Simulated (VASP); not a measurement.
## MgO: single point with r2SCAN

Crystal: MgO.

```xyz
2
Lattice="0.0000 2.1246 2.1246 2.1246 0.0000 2.1246 2.1246 2.1246 0.0000" Properties=species:S:1:pos:R:3 pbc="T T T"
Mg    0.0000    0.0000    0.0000
O     2.1246    2.1246    2.1246
```

```
Program                : VASP 6.6.1
Task                   : single point
Functional             : r2SCAN
Potentials or basis    : VASP PAW PBE potentials, release 64 (Mg_sv, O)
Cutoff                 : 660 eV
k mesh                 : 11 × 11 × 11
Occupations            : fermi-dirac, width 0.05 eV
Spin                   : no spin polarisation
Dipole correction      : no
Second run             : valence_matched
Further INCAR settings : ALGO = Normal; EDIFF = 1e-06; NBANDS = 15
```

| Property | Result |
| --- | --- |
| Pressure | -5.1 GPa |
| Band gap on the k mesh | 5.40 eV, direct |

Levels at points of the mesh, in eV from the valence-band top:
```csv
k point,band 6,band 7,band 8,band 9,band 10,band 11
"(0.00, 0.00, 0.00)",0.00,0.00,0.00,5.40,16.70,16.70
```

Wall time 56 s on 1 thread of Intel(R) Xeon(R) 6975P-C (Granite Rapids), on a shared host, peak memory 0.17 GiB.

Caveat: the PAW data sets were made with another functional, which shifts forces and pressure a little. r2SCAN opens gaps a little over a GGA but as a rule still falls short of measured ones.
